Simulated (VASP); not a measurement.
Crystal: HPbNO4.

```xyz
7
Lattice="3.8571 0.0018 -0.0366 0.1735 4.3344 -0.0165 0.7580 0.8387 5.8766" Properties=species:S:1:pos:R:3 pbc="T T T"
H     2.6784    4.0493    1.1289
Pb    3.2640    2.7055    5.3570
N     3.1776    1.4531    2.9117
O     1.3252    2.6900    4.5562
O     2.9731    4.6255    2.8902
O     2.3661    4.0462    0.1903
O     3.3249    2.1006    1.8421
```

Base run:

```yaml
Program: VASP 6.6.1
Functional: revPBE
Potentials_or_basis: VASP PAW PBE potentials, release 64 (H, Pb_d, N, O)
Cutoff: 520 eV
k_mesh: 5 × 4 × 4
Occupations: fermi-dirac, width 0.05 eV
Spin: no spin polarisation
```

Its results: band gap on the k mesh 0.26 eV, indirect (least direct gap 0.46 eV); pressure 2.7 GPa; largest force 0.841 eV/Å.

After a change of settings the same cell gave: band gap on the k mesh 0.28 eV, indirect (least direct gap 0.46 eV); pressure 3.5 GPa; largest force 1.018 eV/Å. Which change was it?
A. functional from revPBE to PBE; k mesh from 5 × 4 × 4 to 4 × 3 × 2
B. functional from revPBE to r2SCANh; k mesh from 5 × 4 × 4 to 3 × 3 × 2
C. functional from revPBE to HSE06; k mesh from 5 × 4 × 4 to 3 × 3 × 2
D. functional from revPBE to BLYP

D.

Caveats: the standard files for N, O and F lose accuracy on very short bonds; the PAW data sets were made with another functional, which shifts forces and pressure a little; spin-orbit coupling is left out, which moves the levels of the heavy elements.
